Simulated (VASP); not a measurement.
Ta, 1 atom in the cell. Symmetry: Im-3m, No. 229, cubic system. Conventional cell: a = 3.307 Å, b = 3.307 Å, c = 3.307 Å, α = 90.00°, β = 90.00°, γ = 90.00°. Ta (site symmetry m-3m) has 14 Ta at 2.86 to 3.31 Å within 3.8 Å. 

```yaml
Program: VASP 6.6.1
Task: single point
Functional: r2SCAN
Potentials_or_basis: VASP PAW PBE potentials, release 64 (Ta_pv)
Cutoff: 520 eV
k_mesh: 13 × 13 × 13
Occupations: fermi-dirac, width 0.01 eV
Spin: no spin polarisation
Dipole_correction: no
Further_INCAR_settings: ALGO = Normal; EDIFF = 1e-06; NBANDS = 12
```

Potentials or basis: VASP PAW PBE potentials, release 64 (Ta_pv).

The run is started by

```sh
$ cat potpaw_PBE.64/Ta_pv/POTCAR > POTCAR
$ cp INCAR.step1 INCAR
$ mpirun -np 1 vasp_std > vasp.out
$ cp INCAR.step2 INCAR
$ mpirun -np 1 vasp_std > vasp.out
```

Hardware: 1 thread of Intel Xeon 8259CL, on a shared host.

Q: Estimate the wall time of this run.

A: It took 57 s on 1 thread of Intel Xeon 8259CL, with other jobs on the host, peak memory 0.16 GiB. Counts: k points 84.
